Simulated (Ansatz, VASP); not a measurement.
# Se in VASP and in Ansatz

INCAR

```
PREC = Accurate ; ENCUT = 520
EDIFF = 1E-8 ; ISMEAR = -1
SIGMA = 0.03 ; LREAL = F
LASPH = T ; NELM = 80
ALGO = Normal ; ISIF = 2
LWAVE = F ; LCHARG = F
GGA = PE ; LEFG = T
NBANDS = 16
```

The input KPOINTS:

```
Automatic mesh
0
Gamma
  6 6 5
```

Contents of POSCAR:

```
Se
1.0
    4.4535239479      0.0000000000      0.0000000000
   -2.2267619740      3.8568648753      0.0000000000
    0.0000000000      0.0000000000      4.9536000000
Se
3
Direct
    0.2254000000      0.0000000000      0.3333333333
    0.0000000000      0.2254000000      0.6666666667
    0.7746000000      0.7746000000      0.0000000000
```

Input for Ansatz:

```yaml
crystal:
  lattice:
    - [4.4535239479, 0.0, 0.0]
    - [-2.226761974, 3.8568648753, 0.0]
    - [0.0, 0.0, 4.9536]
  atoms:
    - { symbol: Se, position: [0.2254, 0.0, 0.3333333333] }
    - { symbol: Se, position: [0.0, 0.2254, 0.6666666667] }
    - { symbol: Se, position: [0.7746, 0.7746, 0.0] }
kpoints:
  mp_grid: { grid: [6, 6, 5] }
scf:
  occupations: { method: fermi_dirac, width: 0.03 }
hamiltonian:
  xc: pbe
  pseudopotentials: { kind: paw }
output:
  forces: true
  stress: true
  eigenvalues: true
  efg: { contact_densities: true }
```

Change from the starting cell: equal xx and yy strain of +2 %, PAW files.

Alike in both runs: task electric field gradients; functional PBE; k mesh 6 × 6 × 5; occupations fermi-dirac, width 0.03 eV; no spin polarisation.

|  | VASP | Ansatz |
| --- | --- | --- |
| version | VASP 6.6.1 | Ansatz 0.2.0 |
| potentials or method | VASP PAW PBE potentials, release 64 (Se) | PAW with Ansatz's default frozen-core files, scalar-relativistic |
| plane-wave cutoff (eV) | 520 | 420 |
| valence electrons in the cell | 18 | 48 |

|  | VASP | Ansatz | Ansatz less VASP |
| --- | --- | --- | --- |
| gap on the k mesh at the Fermi level (eV) | 1.31 | 1.31 | 0.000 |
| pressure (GPa) | 1.0 | 0.9 | -0.11 |
| traceless stress, the component that is largest in VASP (GPa) | 0.87 | 0.83 | -0.031 |
| rms of the force components (eV/Å) | 0.031 | 0.015 | -0.0158 |
| size of Vzz on the site where it differs most (V/Å²) | 516.7 | 534.1 | +17.43 |

Atom by atom the forces differ by 0.016 eV/Å (rms over components). VASP's potentials hold 18 valence electrons a cell and Ansatz's 48, so a difference there can come from the potentials and not from the codes.
